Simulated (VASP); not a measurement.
Set up this calculation in VASP 6.6.1, as the native input.

| Item | Value |
| --- | --- |
| Task | relaxation of cell and atoms |
| Functional | LDA |
| Potentials or basis | VASP PAW LDA potentials, release 64 (In_d) |
| Cutoff | 600 eV |
| k mesh | 14 × 14 × 7 |
| Occupations | fermi-dirac, width 0.1 eV |
| Spin | no spin polarisation |
| Target pressure | 0.33 GPa |
| Dipole correction | no |
| Further INCAR settings | ALGO = Normal; EDIFF = 1e-07; IBRION = 2; EDIFFG = -0.005; NSW = 60; ISIF = 3 |

The structure of In lies in POSCAR:

```
In
1.0
    3.2756726535      0.0000000000      0.0000000000
   -1.6378363268      2.8368157324      0.0000000000
    0.0000000000      0.0000000000      5.3065896987
In
2
Direct
    0.3333333333      0.6666666667      0.2500000000
    0.6666666667      0.3333333333      0.7500000000
```

This isn't the form of In at room conditions, which is tetragonal.

The input as run:

INCAR

```
PREC = Accurate
ENCUT = 600
EDIFF = 1E-7
ISMEAR = -1
SIGMA = 0.1
LREAL = F
LASPH = T
NELM = 100
ALGO = Normal
ISIF = 3
LWAVE = F
LCHARG = F
IBRION = 2
NSW = 60
EDIFFG = -0.005
PSTRESS = 3.3000000000000003
```

KPOINTS

```
regular mesh
0
Gamma
  14 14 7
```

Potentials or basis: VASP PAW LDA potentials, release 64 (In_d).

Run with:

```sh
$ cat potpaw_LDA.64/In_d/POTCAR > POTCAR
$ mpirun -np 1 vasp_std > vasp.out
```

Results of the run:

```json
{
  "Relaxed volume": "24.70 Å³/atom",
  "Relaxed cell": "a = 3.294 Å, b = 3.294 Å, c = 5.258 Å, α = 90.00°, β = 90.00°, γ = 120.00°",
  "Space group after relaxing (to 0.1 Å)": "P6_3/mmc (No. 194)",
  "Energy change on relaxing (the run minimises the enthalpy)": "-0.3 meV/atom",
  "Ionic steps": "6",
  "Pressure after relaxing": "0.3 GPa",
  "Band gap on the k mesh": "zero (bands 13 and 14 overlap by 5.43 eV)"
}
```

Caveat: the cell is relaxed towards a set pressure, so the run minimises the enthalpy, not the energy; spin-orbit coupling is left out, which moves the levels of the heavy elements.

Run time: 2.3 min on 1 thread of AMD EPYC 9R45 96-Core Processor (Zen 5), on a shared host, peak memory 0.18 GiB.
